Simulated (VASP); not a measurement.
Runs of VASP 6.6.1 on SiC. Symmetry: P6_3mc, No. 186, hexagonal system. The conventional cell has a = 3.076 Å, b = 3.076 Å, c = 5.048 Å, α = 90.00°, β = 90.00°, γ = 120.00°. Within 2.5 Å of Si (site symmetry 3m) lie 4 C at 1.87 to 1.94 Å. C (site symmetry 3m) has 4 Si at 1.87 to 1.94 Å within 2.5 Å. 

```tsv
task	level	cell	k mesh	cutoff (eV)	smearing	tolerance level	purpose	K density	dipole correction	gap on the mesh (eV)	pressure (GPa)	relaxed volume (Å³/atom)	largest force (eV/Å)
single point	revPBE	as given	14 × 14 × 7	460	tetrahedron 0.03 eV	screening	density of states	8 × 8 × 5	-	2.43	-	-	-
relaxation of cell and atoms	PBE+D3(BJ)	relaxed	10 × 10 × 5	600	fermi-dirac 0.05 eV	-	-	-	no	2.42	0.0	10.27	-
single point	BLYP	as given	10 × 10 × 5	520	fermi-dirac 0.05 eV	-	-	-	no	2.82	(a)	-	0.76
single point	PBE	as given	10 × 10 × 5	520	gaussian 0.028 eV	-	-	-	no	(b)	3.6	-	0.75
relaxation of cell and atoms	PBE	relaxed	10 × 10 × 5	600	fermi-dirac 0.05 eV	-	-	-	no	2.45	0.0	10.49	-
```

Alike in all rows: potentials or basis VASP PAW PBE potentials, release 64 (Si, C); no spin polarisation.

Problem. Fill in the values left out.

Solution. (a) 8.8; (b) 2.48.

Caveats: the PAW data sets were made with another functional, which shifts forces and pressure a little (at least some runs); the cell stands under pressure (at least some runs); the cutoff is under 1.25 times the usual one of these potentials, so pressure, stress and relaxed cells hold a basis-set (Pulay) error (at least some runs).

A k mesh can miss the band edges.
